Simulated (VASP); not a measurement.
Here is a VASP 6.6.1 calculation.

Contents of INCAR:

```
PREC = Accurate ; ENCUT = 520
EDIFF = 1E-6 ; ISMEAR = 0
SIGMA = 0.1 ; LREAL = False
LASPH = True ; NELM = 80
ALGO = Normal ; ISIF = 2
LWAVE = False ; LCHARG = True
GGA = PE ; LELF = True
LVHAR = True ; NBANDS = 18
```

The input KPOINTS:

```
regular mesh
0
Gamma
  6 6 6
```

File POSCAR:

```
Si4N
1.0
   -1.9913981090      3.5972671138      2.8924687213
    1.9913981090     -3.5972671138      2.8924687213
    1.9913981090      3.5972671138     -2.8924687213
Si N
4 1
Direct
    0.4265579169      0.2648234908      0.1617344261
    0.1030890647      0.2648234908      0.8382655739
    0.8969109353      0.7351765092      0.1617344261
    0.5734420831      0.7351765092      0.8382655739
    0.0000000000      0.0000000000      0.0000000000
```

Potentials or basis: VASP PAW PBE potentials, release 64 (Si, N).

Run with:

```bash
$ cat potpaw_PBE.64/Si/POTCAR potpaw_PBE.64/N/POTCAR > POTCAR
$ mpirun -np 1 vasp_std > vasp.out
```

Task: Estimate the band gap on the k mesh.

Result: Zero (an odd number of electrons rules out a gap without spin polarisation).

Task: Predict the pressure.

Result: 0.1 GPa.

Forces in eV/Å, atoms in the order of the input:
```
Si   0.000  0.018  0.025
Si   0.000 -0.018  0.025
Si   0.000  0.018 -0.025
Si   0.000 -0.018 -0.025
N    0.000  0.000  0.000
```
